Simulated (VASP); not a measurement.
Write the native input for VASP 6.6.1 that does the following.

* Task: single point
* Functional: PBEsol
* Potentials or basis: VASP PAW PBE potentials, release 64 (Nb_sv)
* Cutoff: 520 eV
* k mesh: 14 × 14 × 14
* Occupations: methfessel-paxton, width 0.005 eV
* Spin: no spin polarisation
* Dipole correction: no
* Further INCAR settings: ALGO = Normal; EDIFF = 1e-06; NBANDS = 12

The structure of Nb lies in POSCAR:

```
Nb
1.0
    2.6602353944      0.0000000000      0.0000000000
    0.0000000000      2.6602353944      0.0000000000
    0.0000000000      0.0000000000      2.6602353944
Nb
1
Direct
    0.0000000000      0.0000000000      0.0000000000
```

One way to write it, as run:

INCAR

```
SYSTEM = Nb
  PREC = Accurate
  ENCUT = 520
  EDIFF = 1E-6
  ISMEAR = 1
  SIGMA = 0.005
  LREAL = .False.
  LASPH = .True.
  NELM = 80
  ALGO = Normal
  ISIF = 2
  LWAVE = .False.
  LCHARG = .False.
  GGA = PS
  NBANDS = 12
```

KPOINTS

```
regular mesh
0
Gamma
  14 14 14
  0 0 0
```

Potentials or basis: VASP PAW PBE potentials, release 64 (Nb_sv).

The run is started by

```console
$ cat potpaw_PBE.64/Nb_sv/POTCAR > POTCAR
$ mpirun -np 1 vasp_std > vasp.out
```

Results of the run:

```json
{
  "Pressure": "3.3 GPa"
}
```

Caveat: the PAW data sets were made with another functional, which shifts forces and pressure a little.

It took 20 s on 1 thread of Intel(R) Xeon(R) Platinum 8175M CPU @ 2.50GHz (Skylake/Cascade Lake), on a shared host, peak memory 0.14 GiB.
